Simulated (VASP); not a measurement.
# Pd (Immm) in VASP: further runs

Runs on Pd. Level: PBE. Tasks: single point.

All numbers are computed with VASP 6.6.1; they aren't measurements. Logs are shortened: lines on timing, memory, paths and dates and some standing lists are left out, and cuts for length are marked.

## Step 1: The cell of the first run

It takes space group Immm (No. 71, orthorhombic). The conventional cell has a = 2.716 Å, b = 2.785 Å, c = 3.890 Å, α = 90.00°, β = 90.00°, γ = 90.00°. Pd (site symmetry mmm) has 12 Pd at 2.72 to 2.78 Å within 3.6 Å.

## Step 2: Single point, PBE (strain +0.0250 x Voigt [0, 0, 0, 0, 0, 1])

The input, INCAR:

```
PREC = Accurate
ENCUT = 520
EDIFF = 1E-7
ISMEAR = 0
SIGMA = 0.15
LREAL = F
LASPH = T
NELM = 60
ALGO = Fast
ISIF = 2
LWAVE = F
LCHARG = F
GGA = PE
NBANDS = 11
```

The input, KPOINTS:

```
regular mesh
0
Gamma
  20 20 20
```

The input, POSCAR:

```
Pd
1.0
    0.0243112500      1.9449000000      1.9449000000
    1.9449000000      0.0243112500      1.9449000000
    1.9692112500      1.9692112500      0.0000000000
Pd
1
Direct
    0.0000000000      0.0000000000      0.0000000000
```

Potentials or basis: VASP PAW PBE potentials, release 64 (Pd).

Launch:

```
$ cat potpaw_PBE.64/Pd/POTCAR > POTCAR
$ mpirun -np 1 vasp_std > vasp.out
```

OUTCAR:

```text
PREC = Accurate
   ENCUT = 520
   EDIFF = 1E-7
   ISMEAR = 0
   LREAL = F
   LASPH = T
   NELM = 60
   ISIF = 2
   GGA = PE

 ion  position               nearest neighbor table
   1  0.000  0.000  0.000-

  LATTYP: Found a body centered orthorhombic cell.
 ALAT       =     2.7161226580
 B/A-ratio  =     1.0253164557
 C/A-ratio  =     1.4321149999

  Lattice vectors:

 A1 = (   1.9449000000,   0.0243112500,  -1.9449000000)
 A2 = (  -1.9449000000,  -0.0243112500,  -1.9449000000)
 A3 = (   0.0243112500,   1.9449000000,   1.9449000000)

Analysis of symmetry for initial positions (statically):
=====================================================================
 Subroutine PRICEL returns:
 Original cell was already a primitive cell.

 Routine SETGRP: Setting up the symmetry group for a
 body centered orthorhombic supercell.

 Subroutine GETGRP returns: Found  8 space group operations
 (whereof  8 operations were pure point group operations)
 out of a pool of  8 trial point group operations.

The static configuration has the point symmetry D_2h.

Analysis of symmetry for dynamics (positions and initial velocities):
=====================================================================
 Subroutine PRICEL returns:
 Original cell was already a primitive cell.

 Routine SETGRP: Setting up the symmetry group for a
 body centered orthorhombic supercell.

 Subroutine GETGRP returns: Found  8 space group operations
 (whereof  8 operations were pure point group operations)
 out of a pool of  8 trial point group operations.

The dynamic configuration has the point symmetry D_2h.

 Subroutine INISYM returns: Found  8 space group operations
 (whereof  8 operations are pure point group operations),
 and found     1 'primitive' translations

----------------------------------------------------------------------------------------

                                     Primitive cell

  volume of cell :      14.7114

  direct lattice vectors                    reciprocal lattice vectors
     0.024311250  1.944900000  1.944900000    -0.260336837  0.260336837  0.257082626
     1.944900000  0.024311250  1.944900000     0.260336837 -0.260336837  0.257082626
     1.969211250  1.969211250  0.000000000     0.253908767  0.253908767 -0.257082626

  length of vectors
     2.750611397  2.750611397  2.784885257     0.449045670  0.449045670  0.441622917

  position of ions in fractional coordinates (direct lattice)
     0.000000000  0.000000000  0.000000000

  ion indices of the primitive-cell ions
   primitive index   ion index
                 1           1

----------------------------------------------------------------------------------------

 KPOINTS: regular mesh

Automatic generation of k-mesh.
 Grid dimensions read from file:
 generate k-points for:   20   20   20

 Generating k-lattice:

  Cartesian coordinates                     Fractional coordinates (reciprocal lattice)
    -0.013016842  0.013016842  0.012854131     0.050000000  0.000000000  0.000000000
     0.013016842 -0.013016842  0.012854131     0.000000000  0.050000000  0.000000000
     0.012695438  0.012695438 -0.012854131     0.000000000  0.000000000  0.050000000

  Length of vectors
     0.022452284  0.022452284  0.022081146

  Shift w.r.t. Gamma in fractional coordinates (k-lattice)
     0.000000000  0.000000000  0.000000000

 Subroutine IBZKPT returns following result:
 ===========================================

 Found   1166 irreducible k-points:

 Following reciprocal coordinates:
            Coordinates               Weight
  0.000000  0.000000  0.000000      1.000000
  0.050000  0.000000  0.000000      4.000000
  0.100000  0.000000  0.000000      4.000000
  0.150000  0.000000  0.000000      4.000000
  0.200000  0.000000  0.000000      4.000000
  0.250000  0.000000  0.000000      4.000000
[... 16 lines left out ...]
 -0.400000  0.050000  0.000000      4.000000
 -0.350000  0.050000  0.000000      4.000000
 [... further k-points ...]
   k-points           NKPTS =   1166   k-points in BZ     NKDIM =   1166   number of bands    NBANDS=     11
   number of dos      NEDOS =    301   number of ions     NIONS =      1
   total plane-waves  NPLWV =   9600
   dimension x,y,z NGX =    20 NGY =   20 NGZ =   24
   dimension x,y,z NGXF=    40 NGYF=   40 NGZF=   48
   ions per type =               1
   NGX,Y,Z   is equivalent  to a cutoff of  12.09, 12.09, 14.33 a.u.
   NGXF,Y,Z  is equivalent  to a cutoff of  24.18, 24.18, 28.65 a.u.
 SYSTEM =  unknown system
   PREC   = accura    normal or accurate (medium, high low for compatibility)
   ISTART =      0    job   : 0-new  1-cont  2-samecut
   ICHARG =      2    charge: 1-file 2-atom 10-const
   ISPIN  =      1    spin polarized calculation?
   LNONCOLLINEAR =      F non collinear calculations
   LSORBIT =      F    spin-orbit coupling
   LASPH  =      T    aspherical Exc in radial PAW
   ENCUT  =  520.0 eV  38.22 Ry    6.18 a.u.   5.11  5.11  5.18*2*pi/ulx,y,z
   NELM   =     60;   NELMIN=  2; NELMDL= -5     # of ELM steps
   EDIFF  = 0.1E-06   stopping-criterion for ELM
   LREAL  =      F    real-space projection
   EDIFFG = 0.1E-05   stopping-criterion for IOM
   NSW    =      0    number of steps for IOM
   IBRION =     -1    ionic relax: 0-MD 1-quasi-New 2-CG
   NFREE  =      0    steps in history (QN), initial steepest desc. (CG)
   ISIF   =      2    stress and relaxation
   ISYM   =      2    0-nonsym 1-usesym 2-fastsym
   POTIM  = 0.5000    time-step for ionic-motion
   TEBEG  =    0.0;   TEEND  =   0.0 temperature during run
   PSTRESS=    0.0 pullay stress
   NELECT =      10.0000    total number of electrons
   NUPDOWN=      -1.0000    fix difference up-down
   EMIN   =  10.00;   EMAX   =-10.00  energy-range for DOS
   EFERMI =   0.00;   METHOD = LEGACY
   ISMEAR =     0;   SIGMA  =   0.15  broadening in eV -4-tet -1-fermi 0-gaus
   EFERMI_NEDOS =   21; number of points for ismear=-14 and -15
   IALGO  =     68    algorithm
   IMIX   =      4    mixing-type and parameters
     AMIX     =   0.40;   BMIX     =  1.00
     AMIX_MAG =   1.60;   BMIX_MAG =  1.00
  volume/ion in A,a.u.               =      14.71        99.28
  Fermi-wavevector in a.u.,A,eV,Ry     =   1.439429  2.720126 28.190662  2.071955
  Thomas-Fermi vector in A             =   2.558285
   LORBIT       =      0    0 simple, 1 ext, 2 COOP (PROOUT), +10 PAW based schemes
   GGA     = PE    functional components
   LHFCALC =     F    Hartree Fock is set to
   AEXX    =    0.0000 exact exchange contribution
   IVDW    =     0    specifies the selected vdW correction
   LEPSILON=     F    determine dielectric tensor
   LRPA    =     F    only Hartree local field effects (RPA)
 non-spin polarized calculation
 RMM-DIIS sequential band-by-band and
 Gauss-broadening in eV      SIGMA  =   0.15
  energy-cutoff  :      520.00
  volume of cell :       14.71
 maximum number of plane-waves:       407
   NGX = 11   NGY = 11   NGZ = 11

 number of electron      10.0000001 magnetization

 Free energy of the ion-electron system (eV)
  ---------------------------------------------------
  ext. energy  EPLUGINS =         0.00000000
  ---------------------------------------------------
  free energy    TOTEN  =        -5.21398225 eV

  energy without entropy =       -5.18722044  energy(sigma->0) =       -5.20060135

 E-fermi :   9.8208     XC(G=0): -13.2022

 val. band max:        9.8194150246   @ k =   0.4500   0.0000   0.1000
 cond. band min:       9.8210292860   @ k =  -0.2500   0.1500   0.4500
 fundamental gap:      0.0016142614
 Fermi energy:         9.8207639960

 k-point     1 :       0.0000    0.0000    0.0000
  band No.  band energies     occupation
      1       2.6678      2.00000
      2       6.8590      2.00000
      3       6.9530      2.00000
      4       7.0873      2.00000
      5       8.5920      2.00000
      6       8.5977      2.00000
      7      27.0097      0.00000
      8      31.4037      0.00000
      9      31.8292      0.00000
     10      32.2378      0.00000
     11      36.9623      0.00000

 k-point     2 :       0.0500    0.0000    0.0000
  band No.  band energies     occupation
      1       2.7612      2.00000
      2       6.8925      2.00000
      3       6.9606      2.00000
      4       7.0818      2.00000
      5       8.5727      2.00000
      6       8.5783      2.00000
      7      27.1185      0.00000
      8      31.3854      0.00000
      9      31.5136      0.00000
     10      32.1141      0.00000
     11      37.4902      0.00000

 k-point     3 :       0.1000    0.0000    0.0000
  band No.  band energies     occupation
      1       3.0334      2.00000
      2       6.9043      2.00000
      3       6.9830      2.00000
      4       7.1489      2.00000
      5       8.5269      2.00000
      6       8.5313      2.00000
      7      27.3968      0.00000
      8      30.0184      0.00000
      9      31.8289      0.00000
     10      32.3683      0.00000
     11      37.5655      0.00000

 k-point     4 :       0.1500    0.0000    0.0000
  band No.  band energies     occupation
      1       3.4549      2.00000
      2       6.8053      2.00000
      3       7.0973      2.00000
      4       7.2779      2.00000
      5       8.4919      2.00000
      6       8.4933      2.00000
      7      27.5755      0.00000
      8      28.5636      0.00000
      9      32.3010      0.00000
     10      32.7952      0.00000
     11      36.5689      0.00000
[... 239 lines left out ...]
 k-point    22 :      -0.4500    0.0500    0.0000
  band No.  band energies     occupation
      1       4.5855      2.00000
      2       6.8604      2.00000
      3       6.9892      2.00000
      4       9.3804      1.99997
      5       9.6823      1.80815
      6      11.3244      0.00000
      7      17.5999      0.00000
      8      26.3831      0.00000
      9      30.4238      0.00000
     10      30.6812      0.00000
     11      37.1119      0.00000

 k-point    23 :      -0.4000    0.0500    0.0000
  band No.  band energies     occupation
      1       4.6297      2.00000
      2       6.9050      2.00000
      3       7.0520      2.00000
      4       9.0806      2.00000
      5       9.4736      1.99894
      6      10.6706      0.00000
      7      18.7437      0.00000
      8      26.5999      0.00000
      9      30.5656      0.00000
     10      31.3506      0.00000
     11      36.7743      0.00000

 k-point    24 :      -0.3500    0.0500    0.0000
  band No.  band energies     occupation
      1       4.6885      2.00000
      2       6.9895      2.00000
      3       7.1473      2.00000
      4       8.4444      2.00000
      5       9.1796      2.00000
      6      10.0049      0.08251
      7      20.3713      0.00000
      8      26.9817      0.00000
      9      30.9811      0.00000
     10      32.3314      0.00000
     11      36.1429      0.00000

 [... further k-points ...]

------------------------ aborting loop because EDIFF is reached ----------------------------------------

  FORCE on cell =-STRESS in cart. coord.  units (eV):
  Direction    XX          YY          ZZ          XY          YZ          ZX
  --------------------------------------------------------------------------------------
  -------------------------------------------------------------------------------------
  Total        0.6980141      0.6980141      0.6726972     -0.1869105      0.0000000      0.0000000
  in kB       76.0187670     76.0187670     73.2615771    -20.3558984      0.0000000      0.0000000
  external PRESSURE =      75.0997037 kB  Pullay stress =       0.0000000 kB

 VOLUME and BASIS-vectors are now :
 -----------------------------------------------------------------------------
  energy-cutoff  :      520.00
  volume of cell :       14.71
      direct lattice vectors                 reciprocal lattice vectors
     0.024311250  1.944900000  1.944900000    -0.260336837  0.260336837  0.257082626
     1.944900000  0.024311250  1.944900000     0.260336837 -0.260336837  0.257082626
     1.969211250  1.969211250  0.000000000     0.253908767  0.253908767 -0.257082626

 POSITION                                       TOTAL-FORCE (eV/Angst)
 -----------------------------------------------------------------------------------
      0.00000      0.00000      0.00000         0.000000      0.000000     -0.000000
 -----------------------------------------------------------------------------------
    total drift:                               -0.000000     -0.000000      0.000000

  FREE ENERGIE OF THE ION-ELECTRON SYSTEM (eV)
  ---------------------------------------------------
  free  energy   TOTEN  =        -5.2139822471 eV

  energy  without entropy=       -5.1872204449  energy(sigma->0) =       -5.20060135
```

It took 2.9 min on 1 thread of Intel Xeon Platinum 8259CL at 2.50GHz (Skylake/Cascade Lake), shared host; peak memory 0.29 GiB.

Results:

```
Free energy            : -5.2140 eV
Pressure               : 7.5 GPa
Band gap on the k mesh : zero (bands 5 and 6 overlap by 1.63 eV)
```

Levels at points of the mesh, in eV from the Fermi level:
| k point | band 3 | band 4 | band 5 | band 6 | band 7 | band 8 |
| --- | --- | --- | --- | --- | --- | --- |
| (0.00, 0.00, 0.00) | -2.87 | -2.73 | -1.23 | -1.22 | 17.19 | 21.58 |
| (0.50, 0.00, 0.00) | -2.80 | -0.06 | 0.04 | 1.13 | 7.53 | 16.45 |
| (0.50, 0.50, 0.00) | -0.05 | 0.28 | 0.31 | 3.36 | 10.80 | 12.76 |
| (0.00, 0.00, 0.50) | -2.78 | -0.09 | 0.00 | 0.91 | 7.17 | 16.67 |
| (0.50, 0.00, 0.50) | -0.07 | 0.29 | 0.30 | 3.36 | 10.81 | 13.23 |

Caveat: the cell differs from its parent crystal (strain +0.0250 x Voigt [0, 0, 0, 0, 0, 1]); the cell stands under pressure.

## Step 3: Single point, PBE (strain +0.0875 x Voigt [0, 0, 0, 0, 0, 1])

The input, INCAR:

```
ALGO = Fast
EDIFF = 1E-7
ENCUT = 520
GGA = PE
ISIF = 2
ISMEAR = 0
LASPH = T
LCHARG = T
LELF = T
LREAL = F
LVHAR = T
LWAVE = F
NBANDS = 11
NELM = 100
PREC = Accurate
SIGMA = 0.15
```

The input, KPOINTS:

```
k-points
0
Gamma
  20 20 20
```

The input, POSCAR:

```
Pd
1.0
    0.0850893750      1.9449000000      1.9449000000
    1.9449000000      0.0850893750      1.9449000000
    2.0299893750      2.0299893750      0.0000000000
Pd
1
Direct
    0.0000000000      0.0000000000      0.0000000000
```

Potentials or basis: VASP PAW PBE potentials, release 64 (Pd).

Launch:

```
$ cat potpaw_PBE.64/Pd/POTCAR > POTCAR
$ mpirun -np 1 vasp_std > vasp.out
```

Run time: 3.3 min. Hardware: 1 thread of Intel Xeon Platinum 8259CL at 2.50GHz (Skylake/Cascade Lake), shared host; peak memory 0.3 GiB.

Results (log left out):

| Quantity | Value |
| --- | --- |
| Free energy | -5.1848 eV |
| Pressure | 9.0 GPa |
| Band gap on the k mesh | zero (bands 5 and 6 overlap by 1.76 eV) |

Stress tensor (GPa, compression positive):
```
10.03 -7.90  0.00
-7.90 10.03  0.00
 0.00  0.00  6.81
```

Levels at points of the mesh, in eV from the Fermi level:
```tsv
k point	band 2	band 3	band 4	band 5	band 6	band 7	band 8	band 9
(0.00, 0.00, 0.00)	-3.25	-3.07	-2.44	-1.19	-1.14	17.04	20.61	22.17
(0.50, 0.00, 0.00)	-3.33	-2.57	-0.14	0.19	1.43	8.03	16.17	19.91
(0.50, 0.50, 0.00)	-5.15	-0.03	0.25	0.34	3.34	10.80	11.63	14.99
(0.00, 0.00, 0.50)	-3.28	-2.47	-0.29	0.07	0.64	6.75	16.91	21.24
(0.50, 0.00, 0.50)	-5.15	-0.18	0.24	0.40	3.40	10.88	13.25	13.28
```

Caveat: the cell differs from its parent crystal (strain +0.0875 x Voigt [0, 0, 0, 0, 0, 1]); the cell stands under pressure.

## Step 4: Single point, PBE (strain +0.0625 x Voigt [0, 0, 0, 0, 0, 1])

The input, INCAR:

```
ALGO = Fast
EDIFF = 1E-7
ENCUT = 520
GGA = PE
ISIF = 2
ISMEAR = 0
LASPH = True
LCHARG = False
LREAL = False
LWAVE = False
NBANDS = 11
NELM = 100
PREC = Accurate
SIGMA = 0.15
```

KPOINTS is that of step 3.

The input, POSCAR:

```
Pd
1.0
    0.0607781250      1.9449000000      1.9449000000
    1.9449000000      0.0607781250      1.9449000000
    2.0056781250      2.0056781250      0.0000000000
Pd
1
Direct
    0.0000000000      0.0000000000      0.0000000000
```

Launch:

```
$ cat potpaw_PBE.64/Pd/POTCAR > POTCAR
$ mpirun -np 1 vasp_std > vasp.out
```

Run time: 3 min. Hardware: 1 thread of Intel Xeon Platinum 8259CL at 2.50GHz (Skylake/Cascade Lake), shared host; peak memory 0.3 GiB.

It converged, with:

```
Free energy            : -5.2008 eV
Pressure               : 8.2 GPa
Band gap on the k mesh : zero (bands 5 and 6 overlap by 1.69 eV)
```

Stress tensor (GPa, compression positive):
```
 8.72 -5.36  0.00
-5.36  8.72  0.00
 0.00  0.00  7.03
```

Levels at points of the mesh, in eV from the Fermi level:
| k point | band 2 | band 3 | band 4 | band 5 | band 6 | band 7 | band 8 | band 9 |
| --- | --- | --- | --- | --- | --- | --- | --- | --- |
| (0.00, 0.00, 0.00) | -3.13 | -2.97 | -2.56 | -1.21 | -1.18 | 17.12 | 20.99 | 22.09 |
| (0.50, 0.00, 0.00) | -3.20 | -2.66 | -0.11 | 0.13 | 1.31 | 7.83 | 16.28 | 20.25 |
| (0.50, 0.50, 0.00) | -5.13 | -0.04 | 0.26 | 0.33 | 3.35 | 10.80 | 12.07 | 14.47 |
| (0.00, 0.00, 0.50) | -3.17 | -2.59 | -0.21 | 0.05 | 0.75 | 6.91 | 16.82 | 21.20 |
| (0.50, 0.00, 0.50) | -5.14 | -0.13 | 0.27 | 0.35 | 3.38 | 10.84 | 13.24 | 13.26 |

Caveat: the cell differs from its parent crystal (strain +0.0625 x Voigt [0, 0, 0, 0, 0, 1]); the cell stands under pressure.

(Part 1 of 2 ends here.)
